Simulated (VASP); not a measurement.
A run of VASP 6.6.1 is set up as follows.

The input INCAR:

```
PREC = Accurate
ENCUT = 520
EDIFF = 1E-6
ISMEAR = 0
SIGMA = 0.1
LREAL = F
LASPH = T
NELM = 100
ALGO = Normal
ISIF = 2
LWAVE = F
LCHARG = F
LDIPOL = T
IDIPOL = 3
DIPOL = 0.5 0.5 0.390
NBANDS = 41
```

The input KPOINTS:

```
Automatic mesh
0
Gamma
  9 9 1
```

POSCAR

```
Ti5C
1.0
    2.8641158414      0.0000000000      0.0000000000
   -1.4320579207      2.4803970780      0.0000000000
    0.0000000000      0.0000000000     24.4912544910
Ti C
5 1
Direct
    0.6666666667      0.3333333334      0.1633236060
    0.3333333333      0.6666666667      0.2559153301
    0.6666666667      0.3333333334      0.3495150200
    0.3333333333      0.6666666667      0.4443907180
    0.6666666667      0.3333333334      0.5304446326
    1.0000000000      0.5000000000      0.5973358630
```

Potentials or basis: VASP PAW LDA potentials, release 64 (Ti_sv, C).

Launch:

```console
$ cat potpaw_LDA.64/Ti_sv/POTCAR potpaw_LDA.64/C/POTCAR > POTCAR
$ mpirun -np 1 vasp_std > vasp.out
```

Question: Predict the band gap on the k mesh.

Answer: Zero (band 32 reaches 2.09 eV, above the bottom of band 33 at 1.08 eV).

Question: Predict the largest force.

Answer: 1.915 eV/Å.

Forces on the atoms (eV/Å):
```
Ti   0.001  0.001  0.566
Ti   0.007  0.004 -0.519
Ti   0.002  0.001  0.100
Ti   0.015  0.009 -0.976
Ti  -1.522 -0.879  0.761
C    1.497  0.864  0.068
```
